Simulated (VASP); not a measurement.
Write the native input for VASP 6.6.1 that does the following.

* Task: single point
* Functional: PBE
* Potentials or basis: VASP PAW PBE potentials, release 64 (Ti_sv, B)
* Cutoff: 520 eV
* k mesh: 6 × 6 × 4
* Occupations: gaussian, width 0.1 eV
* Spin: no spin polarisation
* Dipole correction: no
* Further INCAR settings: ALGO = Normal; EDIFF = 1e-07; NBANDS = 20

The structure of TiB4 lies in POSCAR:

```
TiB4
1.0
    3.0384570859      0.0000000000      0.0000000000
   -1.5192285430      2.6313810247      0.0000000000
    0.0000000000      0.0000000000      5.0426338310
Ti B
1 4
Direct
    0.0000000000      0.0000000000      0.4146740392
    0.3333333333      0.6666666667      0.7243208862
    0.6666666667      0.3333333333      0.7243208862
    0.3333333333      0.6666666667      0.1050440692
    0.6666666667      0.3333333333      0.1050440692
```

These files were run (other wordings do the same):

INCAR

```
SYSTEM = TiB4
ALGO = Normal
EDIFF = 1E-7
ENCUT = 520
GGA = PE
ISIF = 2
ISMEAR = 0
LASPH = .True.
LCHARG = .True.
LELF = .True.
LREAL = .False.
LVHAR = .True.
LWAVE = .False.
NBANDS = 20
NELM = 80
PREC = Accurate
SIGMA = 0.1
```

KPOINTS

```
k-points
0
Gamma
  6 6 4
  0 0 0
```

Potentials or basis: VASP PAW PBE potentials, release 64 (Ti_sv, B).

The run is started by

```console
$ cat potpaw_PBE.64/Ti_sv/POTCAR potpaw_PBE.64/B/POTCAR > POTCAR
$ mpirun -np 1 vasp_std > vasp.out
```

Results of the run:

| Item | Value |
| --- | --- |
| Pressure | 0.1 GPa |
| Largest force | 0.003 eV/Å |
| Band gap on the k mesh | zero (band 12 reaches 9.40 eV, above the bottom of band 13 at 8.38 eV) |

Caveat: the k points lie up to 0.40 Å⁻¹ apart.

Run time: 35 s on 1 thread of AMD EPYC 7R43 64-Core Processor (Zen 3), with other jobs on the host, peak memory 0.13 GiB.
